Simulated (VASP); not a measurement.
# Li (Im-3m) in VASP: a series of runs

Li is run at these levels: PBEsol; tasks: single point, relaxation of cell and atoms.

Everything below comes from runs of VASP 6.6.1. Logs are shortened: lines on timing, memory, paths and dates and some standing lists are left out, and cuts for length are marked.

### 1 The cell of the first run

It takes space group Im-3m (No. 229, cubic). The conventional cell has a = 3.434 Å, b = 3.434 Å, c = 3.434 Å, α = 90.00°, β = 90.00°, γ = 90.00°. Li (site symmetry m-3m) has 14 Li at 2.97 to 3.43 Å within 3.9 Å.

### 2 Single point, PBEsol

INCAR

```
PREC     = Accurate       # precision mode
ENCUT    = 520            # plane-wave cutoff, eV
EDIFF    = 1E-7           # SCF threshold, eV
ISMEAR   = -1             # smearing method
SIGMA    = 0.05           # smearing width, eV
LREAL    = False          # projectors in reciprocal space
LASPH    = True           # aspherical terms in the spheres
NELM     = 80             # most SCF steps
ALGO     = Normal         # electronic algorithm
ISIF     = 2              # what is computed and relaxed
LWAVE    = False          # write WAVECAR
LCHARG   = False          # write CHGCAR
GGA      = PS             # functional
NBANDS   = 8              # bands
```

KPOINTS

```
Automatic mesh
0
Gamma
  10 10 10
```

POSCAR

```
Li
1.0
   -1.7168404166      1.7168404166      1.7168404166
    1.7168404166     -1.7168404166      1.7168404166
    1.7168404166      1.7168404166     -1.7168404166
Li
1
Direct
    0.0000000000      0.0000000000      0.0000000000
```

Potentials or basis: VASP PAW PBE potentials, release 64 (Li_sv).

Started as:

```sh
$ cat potpaw_PBE.64/Li_sv/POTCAR > POTCAR
$ mpirun -np 1 vasp_std > vasp.out
```

OUTCAR:

```text
PREC = Accurate
   ENCUT = 520
   EDIFF = 1E-7
   ISMEAR = -1
   LREAL = False
   LASPH = True
   NELM = 80
   ISIF = 2
   GGA = PS

 ion  position               nearest neighbor table
   1  0.000  0.000  0.000-

  LATTYP: Found a body centered cubic cell.
 ALAT       =     3.4336808332

  Lattice vectors:

 A1 = (  -1.7168404166,   1.7168404166,   1.7168404166)
 A2 = (   1.7168404166,  -1.7168404166,   1.7168404166)
 A3 = (   1.7168404166,   1.7168404166,  -1.7168404166)

Analysis of symmetry for initial positions (statically):
=====================================================================
 Subroutine PRICEL returns:
 Original cell was already a primitive cell.

 Routine SETGRP: Setting up the symmetry group for a
 body centered cubic supercell.

 Subroutine GETGRP returns: Found 48 space group operations
 (whereof 48 operations were pure point group operations)
 out of a pool of 48 trial point group operations.

The static configuration has the point symmetry O_h .

Analysis of symmetry for dynamics (positions and initial velocities):
=====================================================================
 Subroutine PRICEL returns:
 Original cell was already a primitive cell.

 Routine SETGRP: Setting up the symmetry group for a
 body centered cubic supercell.

 Subroutine GETGRP returns: Found 48 space group operations
 (whereof 48 operations were pure point group operations)
 out of a pool of 48 trial point group operations.

The dynamic configuration has the point symmetry O_h .

 Subroutine INISYM returns: Found 48 space group operations
 (whereof 48 operations are pure point group operations),
 and found     1 'primitive' translations

----------------------------------------------------------------------------------------

                                     Primitive cell

  volume of cell :      20.2418

  direct lattice vectors                    reciprocal lattice vectors
    -1.716840417  1.716840417  1.716840417     0.000000000  0.291232659  0.291232659
     1.716840417 -1.716840417  1.716840417     0.291232659  0.000000000  0.291232659
     1.716840417  1.716840417 -1.716840417     0.291232659  0.291232659  0.000000000

  length of vectors
     2.973654830  2.973654830  2.973654830     0.411865176  0.411865176  0.411865176

  position of ions in fractional coordinates (direct lattice)
     0.000000000  0.000000000  0.000000000

  ion indices of the primitive-cell ions
   primitive index   ion index
                 1           1

----------------------------------------------------------------------------------------

 KPOINTS: Automatic mesh

Automatic generation of k-mesh.
 Grid dimensions read from file:
 generate k-points for:   10   10   10

 Generating k-lattice:

  Cartesian coordinates                     Fractional coordinates (reciprocal lattice)
     0.000000000  0.029123266  0.029123266     0.100000000  0.000000000  0.000000000
     0.029123266  0.000000000  0.029123266     0.000000000  0.100000000  0.000000000
     0.029123266  0.029123266  0.000000000     0.000000000  0.000000000  0.100000000

  Length of vectors
     0.041186518  0.041186518  0.041186518

  Shift w.r.t. Gamma in fractional coordinates (k-lattice)
     0.000000000  0.000000000  0.000000000

 Subroutine IBZKPT returns following result:
 ===========================================

 Found     47 irreducible k-points:

 Following reciprocal coordinates:
            Coordinates               Weight
  0.000000  0.000000  0.000000      1.000000
  0.100000  0.000000  0.000000     12.000000
  0.200000  0.000000  0.000000     12.000000
  0.300000  0.000000  0.000000     12.000000
  0.400000  0.000000  0.000000     12.000000
  0.500000  0.000000  0.000000      6.000000
[... 16 lines left out ...]
  0.300000  0.300000  0.100000      8.000000
 -0.300000  0.300000  0.100000     24.000000
 [... further k-points ...]
   k-points           NKPTS =     47   k-points in BZ     NKDIM =     47   number of bands    NBANDS=      8
   number of dos      NEDOS =    301   number of ions     NIONS =      1
   total plane-waves  NPLWV =  13824
   dimension x,y,z NGX =    24 NGY =   24 NGZ =   24
   dimension x,y,z NGXF=    48 NGYF=   48 NGZF=   48
   ions per type =               1
   NGX,Y,Z   is equivalent  to a cutoff of  13.42, 13.42, 13.42 a.u.
   NGXF,Y,Z  is equivalent  to a cutoff of  26.84, 26.84, 26.84 a.u.
 SYSTEM =  unknown system
   PREC   = accura    normal or accurate (medium, high low for compatibility)
   ISTART =      0    job   : 0-new  1-cont  2-samecut
   ICHARG =      2    charge: 1-file 2-atom 10-const
   ISPIN  =      1    spin polarized calculation?
   LNONCOLLINEAR =      F non collinear calculations
   LSORBIT =      F    spin-orbit coupling
   LASPH  =      T    aspherical Exc in radial PAW
   ENCUT  =  520.0 eV  38.22 Ry    6.18 a.u.   5.53  5.53  5.53*2*pi/ulx,y,z
   NELM   =     80;   NELMIN=  2; NELMDL= -5     # of ELM steps
   EDIFF  = 0.1E-06   stopping-criterion for ELM
   LREAL  =      F    real-space projection
   EDIFFG = 0.1E-05   stopping-criterion for IOM
   NSW    =      0    number of steps for IOM
   IBRION =     -1    ionic relax: 0-MD 1-quasi-New 2-CG
   NFREE  =      0    steps in history (QN), initial steepest desc. (CG)
   ISIF   =      2    stress and relaxation
   ISYM   =      2    0-nonsym 1-usesym 2-fastsym
   POTIM  = 0.5000    time-step for ionic-motion
   TEBEG  =    0.0;   TEEND  =   0.0 temperature during run
   PSTRESS=    0.0 pullay stress
   NELECT =       3.0000    total number of electrons
   NUPDOWN=      -1.0000    fix difference up-down
   EMIN   =  10.00;   EMAX   =-10.00  energy-range for DOS
   EFERMI =   0.00;   METHOD = LEGACY
   ISMEAR =    -1;   SIGMA  =   0.05  broadening in eV -4-tet -1-fermi 0-gaus
   EFERMI_NEDOS =   21; number of points for ismear=-14 and -15
   IALGO  =     38    algorithm
   IMIX   =      4    mixing-type and parameters
     AMIX     =   0.40;   BMIX     =  1.00
     AMIX_MAG =   1.60;   BMIX_MAG =  1.00
  volume/ion in A,a.u.               =      20.24       136.60
  Fermi-wavevector in a.u.,A,eV,Ry     =   0.866361  1.637184 10.212269  0.750581
  Thomas-Fermi vector in A             =   1.984738
   LORBIT       =      0    0 simple, 1 ext, 2 COOP (PROOUT), +10 PAW based schemes
   GGA     = PS    functional components
   LHFCALC =     F    Hartree Fock is set to
   AEXX    =    0.0000 exact exchange contribution
   IVDW    =     0    specifies the selected vdW correction
   LEPSILON=     F    determine dielectric tensor
   LRPA    =     F    only Hartree local field effects (RPA)
 non-spin polarized calculation
  energy-cutoff  :      520.00
  volume of cell :       20.24
 maximum number of plane-waves:       563
 NGX is ok and might be reduce to    24
   NGX = 11   NGY = 11   NGZ = 11

 number of electron       3.0000001 magnetization

 Free energy of the ion-electron system (eV)
  ---------------------------------------------------
  ext. energy  EPLUGINS =         0.00000000
  ---------------------------------------------------
  free energy    TOTEN  =        -1.96089350 eV

  energy without entropy =       -1.95450027  energy(sigma->0) =       -1.95769688

 E-fermi :   0.6611     XC(G=0):  -7.0210

 val. band max:        0.6252263182   @ k =   0.3000   0.2000   0.0000
 cond. band min:       0.7358240659   @ k =  -0.3000   0.4000   0.2000
 fundamental gap:      0.1105977477
 Fermi energy:         0.6611478192

 k-point     1 :       0.0000    0.0000    0.0000
  band No.  band energies     occupation
      1     -45.2798      2.00000
      2      -2.9258      2.00000
      3      15.2755      0.00000
      4      15.2755      0.00000
      5      15.2756      0.00000
      6      20.0050      0.00000
      7      20.0050      0.00000
      8      20.0050      0.00000

 k-point     2 :       0.1000    0.0000    0.0000
  band No.  band energies     occupation
      1     -45.2778      2.00000
      2      -2.7365      2.00000
      3      13.9776      0.00000
      4      14.4303      0.00000
      5      14.9467      0.00000
      6      18.1437      0.00000
      7      18.2822      0.00000
      8      19.9579      0.00000

 k-point     3 :       0.2000    0.0000    0.0000
  band No.  band energies     occupation
      1     -45.2726      2.00000
      2      -2.1688      2.00000
      3      10.9344      0.00000
      4      13.0607      0.00000
      5      14.1343      0.00000
      6      16.5366      0.00000
      7      17.4184      0.00000
      8      19.9664      0.00000

 k-point     4 :       0.3000    0.0000    0.0000
  band No.  band energies     occupation
      1     -45.2662      2.00000
      2      -1.2305      2.00000
      3       7.8323      0.00000
      4      11.9467      0.00000
      5      13.2819      0.00000
      6      15.2738      0.00000
      7      17.4235      0.00000
      8      20.8435      0.00000

 k-point     5 :       0.4000    0.0000    0.0000
  band No.  band energies     occupation
      1     -45.2611      2.00000
      2       0.0015      2.00000
      3       5.2366      0.00000
      4      11.2517      0.00000
      5      12.6954      0.00000
      6      14.5136      0.00000
      7      17.6642      0.00000
      8      22.2317      0.00000

 k-point     6 :       0.5000    0.0000    0.0000
  band No.  band energies     occupation
      1     -45.2591      2.00000
      2       0.8744      0.02770
      3       3.9018      0.00000
      4      11.0169      0.00000
      5      12.4906      0.00000
      6      14.2599      0.00000
      7      17.8060      0.00000
      8      23.2522      0.00000

 k-point     7 :       0.1000    0.1000    0.0000
  band No.  band energies     occupation
      1     -45.2743      2.00000
      2      -2.3579      2.00000
      3      12.4397      0.00000
      4      12.6808      0.00000
      5      13.9611      0.00000
      6      17.5087      0.00000
      7      17.7977      0.00000
      8      19.9379      0.00000
[... 133 lines left out ...]
 k-point    20 :       0.2000    0.2000    0.1000
  band No.  band energies     occupation
      1     -45.2605      2.00000
      2       0.2861      1.99889
      3       6.3723      0.00000
      4       7.7685      0.00000
      5      10.2025      0.00000
      6      20.1978      0.00000
      7      20.4327      0.00000
      8      23.4402      0.00000

 k-point    21 :       0.3000    0.2000    0.1000
  band No.  band energies     occupation
      1     -45.2581      2.00000
      2       1.6724      0.00000
      3       4.3771      0.00000
      4       7.0437      0.00000
      5       9.8982      0.00000
      6      20.6823      0.00000
      7      21.4031      0.00000
      8      24.3811      0.00000

 k-point    22 :      -0.2000    0.2000    0.1000
  band No.  band energies     occupation
      1     -45.2710      2.00000
      2      -1.9752      2.00000
      3      10.9449      0.00000
      4      11.9918      0.00000
      5      13.9774      0.00000
      6      15.5600      0.00000
      7      18.0635      0.00000
      8      19.7361      0.00000

 k-point    23 :       0.3000    0.3000    0.1000
  band No.  band energies     occupation
      1     -45.2574      2.00000
      2       3.1349      0.00000
      3       3.1349      0.00000
      4       6.1871      0.00000
      5       9.7663      0.00000
      6      21.7060      0.00000
      7      22.8660      0.00000
      8      22.8660      0.00000

 k-point    24 :      -0.3000    0.3000    0.1000
  band No.  band energies     occupation
      1     -45.2646      2.00000
      2      -1.0293      2.00000
      3       7.9312      0.00000
      4      10.8373      0.00000
      5      13.2168      0.00000
      6      15.9065      0.00000
      7      16.8729      0.00000
      8      20.5913      0.00000

 [... further k-points ...]

------------------------ aborting loop because EDIFF is reached ----------------------------------------

  FORCE on cell =-STRESS in cart. coord.  units (eV):
  Direction    XX          YY          ZZ          XY          YZ          ZX
  --------------------------------------------------------------------------------------
  -------------------------------------------------------------------------------------
  Total       -0.0071799     -0.0071799     -0.0071799      0.0000000     -0.0000000     -0.0000000
  in kB       -0.5683034     -0.5683034     -0.5683034      0.0000000     -0.0000000     -0.0000000
  external PRESSURE =      -0.5683034 kB  Pullay stress =       0.0000000 kB

 VOLUME and BASIS-vectors are now :
 -----------------------------------------------------------------------------
  energy-cutoff  :      520.00
  volume of cell :       20.24
      direct lattice vectors                 reciprocal lattice vectors
    -1.716840417  1.716840417  1.716840417     0.000000000  0.291232659  0.291232659
     1.716840417 -1.716840417  1.716840417     0.291232659  0.000000000  0.291232659
     1.716840417  1.716840417 -1.716840417     0.291232659  0.291232659  0.000000000

 POSITION                                       TOTAL-FORCE (eV/Angst)
 -----------------------------------------------------------------------------------
      0.00000      0.00000      0.00000        -0.000000      0.000000     -0.000000
 -----------------------------------------------------------------------------------
    total drift:                                0.000000      0.000000     -0.000000

  FREE ENERGIE OF THE ION-ELECTRON SYSTEM (eV)
  ---------------------------------------------------
  free  energy   TOTEN  =        -1.9608934988 eV

  energy  without entropy=       -1.9545002701  energy(sigma->0) =       -1.95769688
```

Run time: 4.7 s. Hardware: 1 thread of Intel Xeon Platinum 8488C (Sapphire Rapids), shared host; peak memory 0.13 GiB.

Results:

```yaml
Free_energy: -1.9609 eV
Band_gap_on_the_k_mesh: zero (an odd number of electrons rules out a gap without spin polarisation)
```

Levels at points of the mesh, in eV from the Fermi level:
```tsv
k point	band 1	band 2	band 3	band 4	band 5
(0.00, 0.00, 0.00)	-45.94	-3.59	14.61	14.61	14.61
(0.50, 0.00, 0.00)	-45.92	0.21	3.24	10.36	11.83
(0.50, 0.50, 0.50)	-45.91	5.50	5.50	5.50	7.74
```

Caveat: the cutoff is under 1.25 times the usual one of these potentials, so pressure, stress and relaxed cells hold a basis-set (Pulay) error; the PAW data sets were made with another functional, which shifts forces and pressure a little.

(Continued in part 2 of 2.)
